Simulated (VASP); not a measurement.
Runs of VASP 6.6.1 on CoBr3. The structure is that of space group Pm-3m (No. 221), or close to it. The cells are those of the table. 

```csv
cell,gap on the mesh (eV),pressure (GPa),moment (μB)
"a = 5.186 Å, 4 atoms",none,(a),3.69
"a = 5.284 Å, 4 atoms",none,-2.1,3.84
"a = 5.236 Å, 4 atoms",none,-1.6,3.83
"a = 5.153 Å, 4 atoms",none,-1.6,(b)
```

Alike in all rows: task single point; level PBE+U; potentials or basis VASP PAW PBE potentials, release 64 (Co, Br); spin collinear; Co d U = 3.3 eV; k mesh 6 × 6 × 6; cutoff (eV) 520; smearing gaussian 0.05 eV.

**Question.** Estimate the missing entries.

**Answer.** (a) -1.3; (b) 2.61.

A k mesh can miss the band edges, and the runs leave out spin-orbit coupling on Br.

A gap of «none» marks levels without a gap at the run's occupations.
